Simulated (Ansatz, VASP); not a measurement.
## One calculation of SiO2, two programs

```
Si O
1.0
     2.66689    0.00000    0.00000
    -1.29556    2.43064    0.00000
     0.00000    0.00000   16.00000
Si O
1 2
Direct
  0.00000 0.00000 0.50000
  0.35706 0.71410 0.44055
  0.64294 0.28590 0.55945
```

Change from the starting cell: species swapped into a sheet of the NiO2 type.

Alike in both runs: task single point; functional PBE; k mesh 8 × 8 × 1; occupations gaussian, width 0.1 eV; no spin polarisation.

|  | VASP | Ansatz |
| --- | --- | --- |
| version | VASP 6.6.1 | Ansatz 0.2.0 |
| potentials or method | VASP PAW PBE potentials, release 64 (Si, O), cutoff 520 eV | scalar-relativistic, plane waves, PAW |
| valence electrons in the cell | 16 | 16 |

```csv
,VASP,Ansatz,Ansatz less VASP
gap on the k mesh at the Fermi level (eV),5.89,5.92,+0.033
least direct gap on the mesh (eV),6.17,6.19,+0.019
rms of the force components (eV/Å),0.629,0.628,-0.0017
```

Atom by atom the forces differ by 0.013 eV/Å (rms over components). The functional is the same, so the differences come from potentials, cutoffs and numerics. Ansatz's warnings: slab cell height set.
